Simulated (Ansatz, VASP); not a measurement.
## Two plane-wave programs on Ta

```
Ta
1.0
     4.76600    0.00000    0.00000
    -2.38300    4.12747    0.00000
     0.00000    0.00000    2.67386
Ta
3
Direct
  0.00000 0.00000 0.00000
  0.33333 0.66667 0.50000
  0.66667 0.33333 0.50000
```

Alike in both runs: functional LDA; k mesh 8 × 8 × 11; occupations fermi-dirac, width 0.1 eV; no spin polarisation.

Ansatz relaxed the structure, and its values are those at the end. VASP's run is a single point on that final structure, the one shown.

|  | VASP | Ansatz |
| --- | --- | --- |
| version | VASP 6.6.1 | Ansatz 0.2.0 |
| potentials or method | VASP PAW LDA potentials, release 64 (Ta_pv), cutoff 520 eV | plane waves (420 eV) with PAW, scalar-relativistic |
| valence electrons in the cell | 33 | 39 |

|  | VASP | Ansatz | Ansatz less VASP |
| --- | --- | --- | --- |
| pressure (GPa) | 0.8 | 0.0 | -0.80 |

Ansatz warns that its potentials were made for another functional, while VASP's fit it. LDA's correlation is that of Perdew and Zunger in VASP and of Perdew and Wang (1992) in Ansatz. VASP's potentials hold 33 valence electrons a cell and Ansatz's 39, so a difference there can come from the potentials and not from the codes.

Neither program's run includes spin-orbit coupling.
